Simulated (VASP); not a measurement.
**Cu: single point with PBE**

System: Cu, a slab with vacuum.

```
CELL_PARAMETERS angstrom
2.56680 0.00000 0.00000
-1.28340 2.22291 0.00000
0.00000 0.00000 20.28734
ATOMIC_POSITIONS crystal
Cu 0.00000 0.00000 0.34504
Cu 0.33333 0.66667 0.44835
Cu 0.66667 0.33333 0.55165
Cu 0.00000 0.00000 0.65496
```

- Program: VASP 6.6.1
- Task: single point
- Functional: PBE
- Potentials or basis: VASP PAW PBE potentials, release 64 (Cu)
- Cutoff: 520 eV
- k mesh: 8 × 8 × 1
- Occupations: fermi-dirac, width 0.1 eV
- Spin: no spin polarisation

```
Largest force          : 0.094 eV/Å
Band gap on the k mesh : zero (bands 22 and 23 overlap by 4.22 eV)
```

Forces in eV/Å, atoms in the order of the input:
```
Cu   0.000  0.000  0.025
Cu   0.000  0.000  0.094
Cu   0.000  0.000 -0.094
Cu   0.000  0.000 -0.025
```

Levels at points of the mesh, in eV from the Fermi level:
```
           k point  band 19  band 20  band 21  band 22  band 23  band 24  band 25  band 26
(0.00, 0.00, 0.00)    -1.99    -1.72    -1.72    -1.58    -1.58    -1.15    -0.15     4.32
(0.50, 0.00, 0.00)    -1.38    -1.37    -0.15     0.80     1.36     1.59     4.26     5.10
```

Wall time 50 s on 1 thread of Intel(R) Xeon(R) Platinum 8375C CPU @ 2.90GHz (Ice Lake), with other jobs on the host, peak memory 0.24 GiB.
